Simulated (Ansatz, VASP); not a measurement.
**P: VASP beside Ansatz**

```xyz
4
Lattice="3.0093 0.0000 0.0000 0.0000 31.9543 0.0000 0.0000 0.0000 5.2850" Properties=species:S:1:pos:R:3 pbc="T T T"
P     0.0000   30.9857    3.0791
P     0.0000    0.9686    2.2058
P     1.5047    0.9686    0.4366
P     1.5047   30.9857    4.8483
```

Alike in both runs: task single point; functional PBEsol; k mesh 10 × 1 × 8; occupations gaussian, width 0.05 eV; no spin polarisation.

|  | VASP | Ansatz |
| --- | --- | --- |
| version | VASP 6.6.1 | Ansatz 0.2.0 |
| potentials or method | VASP PAW PBE potentials, release 64 (P), cutoff 520 eV | scalar-relativistic, plane waves, PAW |
| valence electrons in the cell | 20 | 20 |

|  | VASP | Ansatz | Ansatz less VASP |
| --- | --- | --- | --- |
| gap on the k mesh at the Fermi level (eV) | none | none | - |
| rms of the force components (eV/Å) | 1.217 | 1.226 | +0.0087 |

VASP's potentials were made for PBE, not for PBEsol. Atom by atom the forces differ by 0.016 eV/Å (rms over components). A gap of «none» marks a metal or a gap that the smearing closes.
